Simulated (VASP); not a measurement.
Wanted: the native input for a VASP 6.6.1 run.

| Quantity | Value |
| --- | --- |
| Task | single point |
| Functional | r2SCAN |
| Potentials or basis | VASP PAW PBE potentials, release 64 (Si, C) |
| Cutoff | 520 eV |
| k mesh | 12 × 12 × 8 |
| Occupations | gaussian, width 0.05 eV |
| Spin | no spin polarisation |
| Dipole correction | no |
| Further INCAR settings | ALGO = Normal; EDIFF = 1e-07; NBANDS = 16 |

SiC:

```
Si C
1.0
     3.07588    0.00000    0.00000
    -1.53794    2.66379    0.00000
     0.00000    0.00000    5.04841
Si C
2 2
Direct
  0.33333 0.66667 0.00460
  0.66667 0.33333 0.50460
  0.33333 0.66667 0.38040
  0.66667 0.33333 0.88040
```

These files were run (other wordings do the same):

POSCAR

```
SiC
1.0
    3.0758759024      0.0000000000      0.0000000000
   -1.5379379512      2.6637866703      0.0000000000
    0.0000000000      0.0000000000      5.0484060488
Si C
2 2
Direct
    0.3333333333      0.6666666667      0.0046040562
    0.6666666667      0.3333333333      0.5046040562
    0.3333333333      0.6666666667      0.3803959438
    0.6666666667      0.3333333333      0.8803959438
```

INCAR.step1

```
PREC     = Accurate       # precision mode
ENCUT    = 520            # plane-wave cutoff, eV
ISMEAR   = 0              # smearing method
SIGMA    = 0.05           # smearing width, eV
LREAL    = False          # projectors in reciprocal space
LASPH    = True           # aspherical terms in the spheres
NELM     = 80             # most SCF steps
NBANDS   = 16             # bands
GGA      = PE             # functional
ALGO     = Normal         # electronic algorithm
EDIFF    = 1E-4           # SCF threshold, eV
LWAVE    = True           # write WAVECAR
LCHARG   = False          # write CHGCAR
```

INCAR.step2

```
PREC     = Accurate       # precision mode
ENCUT    = 520            # plane-wave cutoff, eV
EDIFF    = 1E-7           # SCF threshold, eV
ISMEAR   = 0              # smearing method
SIGMA    = 0.05           # smearing width, eV
LREAL    = False          # projectors in reciprocal space
LASPH    = True           # aspherical terms in the spheres
NELM     = 80             # most SCF steps
ALGO     = Normal         # electronic algorithm
ISIF     = 2              # what is computed and relaxed
LWAVE    = False          # write WAVECAR
LCHARG   = False          # write CHGCAR
METAGGA  = R2SCAN         # meta-GGA
LMIXTAU  = True         
NBANDS   = 16             # bands
ISTART   = 1
```

KPOINTS

```
regular mesh
0
Gamma
  12 12 8
```

Potentials or basis: VASP PAW PBE potentials, release 64 (Si, C).

Command:

```console
$ cat potpaw_PBE.64/Si/POTCAR potpaw_PBE.64/C/POTCAR > POTCAR
$ cp INCAR.step1 INCAR
$ mpirun -np 1 vasp_std > vasp.out
$ cp INCAR.step2 INCAR
$ mpirun -np 1 vasp_std > vasp.out
```

It gave:

```
Pressure               : -0.3 GPa
Band gap on the k mesh : 2.66 eV, indirect (least direct gap 4.48 eV)
```

Caveat: the PAW data sets were made with another functional, which shifts forces and pressure a little.

Run time: 95 s on 1 thread of Intel(R) Xeon(R) 6975P-C (Granite Rapids), on a shared host, peak memory 0.19 GiB.
